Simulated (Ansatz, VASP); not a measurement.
Hf3CrF: VASP beside Ansatz

The input INCAR:

```
PREC = Accurate
ENCUT = 600
EDIFF = 1E-7
ISMEAR = 0
SIGMA = 0.1
LREAL = False
LASPH = True
NELM = 150
ALGO = Normal
ISIF = 3
LWAVE = False
LCHARG = False
ISPIN = 2
MAGMOM = 0 0 0 3 0
LORBIT = 11
LMAXMIX = 4
GGA = PE
IBRION = 2
NSW = 90
EDIFFG = -0.04
```

Contents of KPOINTS:

```
regular mesh
0
Gamma
  4 4 4
```

POSCAR

```
Hf3CrF
1.0
    4.1928746400      0.0000000000      0.0000000000
    0.0000000000      4.1928746400      0.0000000000
    0.0000000000      0.0000000000      4.1928746400
Hf Cr F
3 1 1
Direct
    0.0000000000      0.5000000000      0.5000000000
    0.5000000000      0.5000000000      0.0000000000
    0.5000000000      0.0000000000      0.5000000000
    0.0000000000      0.0000000000      0.0000000000
    0.5000000000      0.5000000000      0.5000000000
```

Input for Ansatz:

```yaml
crystal:
  lattice:
    - [4.19287464, 0.0, 0.0]
    - [0.0, 4.19287464, 0.0]
    - [0.0, 0.0, 4.19287464]
  atoms:
    - { symbol: Hf, position: [0.0, 0.5, 0.5] }
    - { symbol: Hf, position: [0.5, 0.5, 0.0] }
    - { symbol: Hf, position: [0.5, 0.0, 0.5] }
    - { symbol: Cr, position: [0.0, 0.0, 0.0], spin: 3.0 }
    - { symbol: F, position: [0.5, 0.5, 0.5] }
basis:
  ecutwfc: 420
kpoints:
  mp_grid: { grid: [4, 4, 4] }
hamiltonian:
  xc: pbe
scf:
  occupations: { method: gaussian, width: 0.1 }
  lower_state_search: "off"
output:
  forces: true
  stress: true
  eigenvalues: true
  populations: true
magnetization:
  spin_polarized: true
relax:
  adjacent_minimum: "off"
  f_tol: 0.04
  max_steps: 70
  cell: { stress_tol: 0.4 }
```

Change from the starting cell: species swapped into the Mn3GaC type (Pm-3m, No. 221).

Alike in both runs: task relaxation of cell and atoms; functional PBE; k mesh 4 × 4 × 4; occupations gaussian, width 0.1 eV; collinear spin.

|  | VASP | Ansatz |
| --- | --- | --- |
| version | VASP 6.6.1 | Ansatz 0.2.0 |
| potentials or method | VASP PAW PBE potentials, release 64 (Hf_pv, Cr_pv, F), cutoff 600 eV | scalar-relativistic, plane waves, PAW |
| valence electrons in the cell | 49 | 99 |

```csv
,VASP,Ansatz,Ansatz less VASP
"gap on the k mesh at the Fermi level, each at its own relaxed structure (eV)",none,none,-
net moment per atom (μB),0.56,0.55,-0.016
size of the moment on the site where the two differ most (μB),3.05,3.20,+0.145
relaxed volume (Å³/atom),17.93,18.06,+0.130
relaxed cell length with the largest relative difference (Å),4.475,4.486,+0.0108
```

Site moments also hang on the region over which each program counts them. A gap of «none» marks a metal or a gap that the smearing closes. VASP's potentials hold 49 valence electrons a cell and Ansatz's 99, so a difference there can come from the potentials and not from the codes.

The k mesh is coarse, so the values compare programs but aren't converged. Spin-orbit coupling is off throughout. Noted on VASP's run: the volume moved by over 15 % at a fixed basis, so the end points are rough.
